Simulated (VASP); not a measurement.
**MgS: electric field gradients with PBE**

The system is MgS.

```xyz
2
Lattice="-0.1041 2.5496 2.5496 2.5496 -0.1041 2.5496 2.5496 2.5496 -0.1041" Properties=species:S:1:pos:R:3 pbc="T T T"
Mg    0.0000    0.0000    0.0000
S     2.4976    2.4976    2.4976
```

This cell differs from its parent crystal: equal xy, yz and zx shear strains of -4 %.

```yaml
Program: VASP 6.6.1
Task: electric field gradients
Functional: PBE
Potentials_or_basis: VASP PAW PBE potentials, release 64 (Mg, S)
Cutoff: 520 eV
k_mesh: 8 × 8 × 8
Occupations: fermi-dirac, width 0.01 eV
Spin: no spin polarisation
Dipole_correction: no
Further_INCAR_settings: ALGO = Normal; EDIFF = 1e-08; NBANDS = 11
```

The pressure is 1.0 GPa. The band gap on the k mesh is 2.37 eV, indirect (least direct gap 3.30 eV).

Stress tensor (GPa, compression positive):
```
0.96 2.06 2.06
2.06 0.96 2.06
2.06 2.06 0.96
```

Levels at points of the mesh, in eV from the valence-band top:
| k point | band 2 | band 3 | band 4 | band 5 | band 6 | band 7 |
| --- | --- | --- | --- | --- | --- | --- |
| (0.00, 0.00, 0.00) | -0.51 | -0.51 | 0.00 | 3.30 | 7.28 | 7.28 |
| (0.50, 0.00, 0.00) | -5.24 | -0.98 | -0.68 | 4.31 | 6.48 | 7.06 |
| (0.50, 0.50, 0.00) | -4.54 | -2.28 | -1.76 | 2.37 | 4.12 | 11.43 |
| (0.50, 0.50, 0.50) | -4.98 | -1.20 | -1.20 | 3.80 | 6.11 | 6.11 |

Electric field gradients, principal values (V/Å²):
```tsv
atom	least	middle	greatest (by size)
1 Mg	-0.677	-0.677	1.355
2 S	10.452	10.452	-20.905
```

Wall time 19 s on 1 thread of Intel Xeon 6975P-C, with other jobs on the host, peak memory 0.17 GiB.

Caveat: the cell differs from its parent crystal (equal xy, yz and zx shear strains of -4 %); without QUAD_EFG the Cq values of the log hold for a quadrupole moment of 1 mb, not for the nuclei. A k mesh can miss the band edges.
